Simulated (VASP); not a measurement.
# WC in VASP: further runs, part 2 of 2

VASP 6.6.1. The steps go on from the part before.

## 3. Single point, PBE

File INCAR:

```
PREC     = Accurate       # precision mode
ENCUT    = 520            # plane-wave cutoff, eV
EDIFF    = 1E-6           # SCF threshold, eV
ISMEAR   = -1             # smearing method
SIGMA    = 0.1            # smearing width, eV
LREAL    = Auto         
LASPH    = T              # aspherical terms in the spheres
NELM     = 80             # most SCF steps
ALGO     = Normal         # electronic algorithm
ISIF     = 2              # what is computed and relaxed
LWAVE    = F              # write WAVECAR
LCHARG   = F              # write CHGCAR
GGA      = PE             # functional
NBANDS   = 126            # bands
```

File KPOINTS:

```
regular mesh
0
Gamma
  3 3 1
```

File POSCAR:

```
WC
1.0
    5.8034000000      0.0000000000      0.0000000000
   -2.9017000000      5.0258920000      0.0000000000
    0.0000000000      0.0000000000     19.0850000000
W C
12 12
Direct
    0.0000000000      0.0000000000      0.0523971706
    0.0013103667     -0.0104061130      0.1990620906
   -0.0144396846     -0.0086153861      0.3483101912
    0.0000040393      0.4999908474      0.0523971706
   -0.0089406652      0.4972649631      0.2010793817
   -0.0010973339      0.5002694049      0.3547026461
    0.5000000000      0.0000000000      0.0523971706
    0.5037185625     -0.0073817742      0.1986848310
    0.4896374845      0.0020891814      0.3522923762
    0.4999868081      0.4999908474      0.0523971706
    0.4782454872      0.4907984493      0.2034477338
    0.5000217046      0.5029554953      0.3531936075
    0.3333198761      0.1666569835      0.1266439612
    0.3074594494      0.1462625938      0.2749174745
    0.3149238599      0.1622597541      0.4093843332
    0.3333338639      0.6666677278      0.1266439612
    0.3302434707      0.6683788669      0.2772439088
    0.3170017119      0.6696721696      0.4081268012
    0.8333371074      0.1666569835      0.1266439612
    0.8301660157      0.1598323243      0.2695258056
    0.8297071483      0.1591558275      0.4063295782
    0.8333338639      0.6666677278      0.1266439612
    0.8144929718      0.6600022444      0.2732512444
    0.8250851976      0.6787053920      0.4105842285
```

Potentials or basis: VASP PAW PBE potentials, release 64 (W_sv, C).

Command:

```sh
> cat potpaw_PBE.64/W_sv/POTCAR potpaw_PBE.64/C/POTCAR > POTCAR
> mpirun -np 1 vasp_std > vasp.out
```

OUTCAR:

```text
PREC = Accurate
   ENCUT = 520
   EDIFF = 1E-6
   ISMEAR = -1
   LREAL = Auto
   LASPH = T
   NELM = 80
   ISIF = 2
   GGA = PE

 ion  position               nearest neighbor table
   1  0.000  0.000  0.052-  13 2.19  19 2.19  22 2.19   2 2.80  10 2.90   4 2.90   7 2.90   7 2.90
                             4 2.90  10 2.90
   2  0.001  0.990  0.199-  14 2.11  22 2.13  13 2.17  20 2.18  23 2.18  19 2.22   1 2.80   5 2.83
                            11 2.84   3 2.85   8 2.90   8 2.91  11 2.97   5 2.98
   3  0.986  0.991  0.348-  21 1.97  24 1.97  15 2.02  14 2.14  23 2.20  20 2.22  12 2.83   2 2.85
                             6 2.89   9 2.90   9 2.91   6 2.92  12 2.98
   4  0.000  0.500  0.052-  16 2.19  19 2.19  22 2.19   5 2.84  10 2.90   1 2.90   7 2.90   7 2.90
[... 869 lines left out ...]
  external PRESSURE =      39.9331777 kB  Pullay stress =       0.0000000 kB

 VOLUME and BASIS-vectors are now :
 -----------------------------------------------------------------------------
  energy-cutoff  :      520.00
  volume of cell :      556.66
      direct lattice vectors                 reciprocal lattice vectors
     5.803400000  0.000000000  0.000000000     0.172312782  0.099484828  0.000000000
    -2.901700000  5.025892000  0.000000000     0.000000000  0.198969656  0.000000000
     0.000000000  0.000000000 19.085000000     0.000000000  0.000000000  0.052397171

 POSITION                                       TOTAL-FORCE (eV/Angst)
 -----------------------------------------------------------------------------------
      0.00000      0.00000      1.00000         0.067662     -0.122238      0.369756
     -2.86390      4.97359      3.79910        -1.793097      0.586661      0.473432
      2.84290      4.98259      6.64750         0.452168      0.873736      1.043545
     -1.45080      2.51290      1.00000        -0.137703     -0.034704      0.660697
      4.30860      2.49920      3.83760         0.551162     -0.207584      0.170789
      4.34540      2.51430      6.76950        -2.345273     -0.568700     -1.518481
[... 16 lines left out ...]
      2.81170      3.31710      5.21500         0.877976     -0.338379     -0.368753
      2.81890      3.41110      7.83600         0.927686     -0.940205      0.470386
 -----------------------------------------------------------------------------------
    total drift:                                0.019106     -0.001589      0.029626

  FREE ENERGIE OF THE ION-ELECTRON SYSTEM (eV)
  ---------------------------------------------------
  free  energy   TOTEN  =      -251.2687183058 eV

  energy  without entropy=     -251.1633714520  energy(sigma->0) =     -251.21604488
```

OSZICAR:

```text
N       E                     dE             d eps       ncg     rms          rms(c)
DAV:   1     0.276895035546E+04    0.27690E+04   -0.12789E+05  1468   0.171E+03
DAV:   2    -0.964461533051E+02   -0.28654E+04   -0.28075E+04  1442   0.528E+02
DAV:   3    -0.281768603374E+03   -0.18532E+03   -0.18058E+03  1546   0.131E+02
[... 24 lines left out ...]
DAV:  28    -0.251268685134E+03   -0.32737E-04   -0.14724E-06   856   0.623E-03    0.252E-03
DAV:  29    -0.251268706616E+03   -0.21483E-04   -0.11830E-06   888   0.348E-03    0.106E-03
DAV:  30    -0.251268712986E+03   -0.63693E-05   -0.26781E-07   792   0.160E-03    0.705E-04
DAV:  31    -0.251268717521E+03   -0.45349E-05   -0.25503E-07   816   0.115E-03    0.483E-04
DAV:  32    -0.251268718306E+03   -0.78522E-06   -0.59877E-08   776   0.908E-04
   1 F= -.25126872E+03 E0= -.25121604E+03  d E =-.105347E+00
```

stdout:

```text
POSCAR found type information on POSCAR W C
 POSCAR found :  2 types and      24 ions
 scaLAPACK will be used
 LDA part: xc-table for (Slater+PW92), standard interpolation
 POSCAR, INCAR and KPOINTS ok, starting setup
 FFT: planning ... GRIDC
 FFT: planning ... GRID_SOFT
 FFT: planning ... GRID
 WAVECAR not read
 entering main loop
```

Wall time 47 min (1 thread of Intel Xeon 8259CL, shared host); peak memory 0.79 GiB.

Results:

```
Free energy            : -251.2687 eV
Largest force          : 2.851 eV/Å
Band gap on the k mesh : zero (bands 108 and 109 overlap by 0.90 eV)
```

Forces on the atoms (eV/Å):
```
W    0.068 -0.122  0.370
W   -1.793  0.587  0.473
W    0.452  0.874  1.044
W   -0.138 -0.035  0.661
W    0.551 -0.208  0.171
W   -2.345 -0.569 -1.518
W    0.039 -0.018  0.402
W   -1.798  0.587  1.380
W    0.562  0.011 -0.401
W   -0.076 -0.103  0.963
W    1.969  0.342 -1.135
W   -1.446 -0.999  0.255
C    0.188 -0.012 -1.033
C    1.495  1.176 -0.892
C    0.408  0.242  0.034
C   -0.123 -0.369 -0.956
C   -0.256 -0.393 -1.181
C    1.530  0.306  1.810
C    0.199  0.001 -1.119
C   -0.343  0.155  0.637
C   -0.561  0.384  1.027
C   -0.388 -0.560 -1.092
C    0.878 -0.338 -0.369
C    0.928 -0.940  0.470
```

Caveat: the k points lie up to 0.42 Å⁻¹ apart, too coarse for converged energies and pressures of a metal; spin-orbit coupling is left out, which moves the levels of the heavy elements.
